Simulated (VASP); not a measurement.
Set up this calculation in VASP 6.6.1, as the native input.

```
Task                   : single point
Functional             : PBE
Potentials or basis    : VASP PAW PBE potentials, release 64 (Hf_pv, O)
Cutoff                 : 520 eV
k mesh                 : 8 × 8 × 8
Occupations            : fermi-dirac, width 0.02 eV
Spin                   : no spin polarisation
Dipole correction      : no
Further INCAR settings : ALGO = Normal; EDIFF = 1e-06; NBANDS = 18
```

The structure of HfO2 lies in POSCAR:

```
HfO2
1.0
    0.0000000000      2.4224508255      2.5291823194
    2.4224508255      0.0000000000      2.5291823194
    2.4224508255      2.4224508255      0.0000000000
Hf O
1 2
Direct
    0.0000000000      0.0000000000      0.0000000000
    0.2500000000      0.2500000000      0.2500000000
    0.7500000000      0.7500000000      0.7500000000
```

This cell differs from its parent crystal: biaxial xy strain -4.2%.

The input as run:

INCAR

```
SYSTEM = HfO2
  PREC = Accurate
  ENCUT = 520
  EDIFF = 1E-6
  ISMEAR = -1
  SIGMA = 0.02
  LREAL = .False.
  LASPH = .True.
  NELM = 100
  ALGO = Normal
  ISIF = 2
  LWAVE = .False.
  LCHARG = .True.
  GGA = PE
  LELF = .True.
  LVHAR = .True.
  NBANDS = 18
```

KPOINTS

```
regular mesh
0
Gamma
  8 8 8
  0 0 0
```

Potentials or basis: VASP PAW PBE potentials, release 64 (Hf_pv, O).

Command:

```bash
$ cat potpaw_PBE.64/Hf_pv/POTCAR potpaw_PBE.64/O/POTCAR > POTCAR
$ mpirun -np 1 vasp_std > vasp.out
```

Results of the run:

```json
{
 "Pressure": "29.3 GPa",
 "Band gap on the k mesh": "3.54 eV, indirect (least direct gap 3.77 eV)"
}
```

Caveat: the cell differs from its parent crystal (biaxial xy strain -4.2%); spin-orbit coupling is left out, which moves the levels of the heavy elements.

Wall time 15 s on 1 thread of Intel(R) Xeon(R) 6975P-C (Granite Rapids) (shared host), peak memory 0.17 GiB.
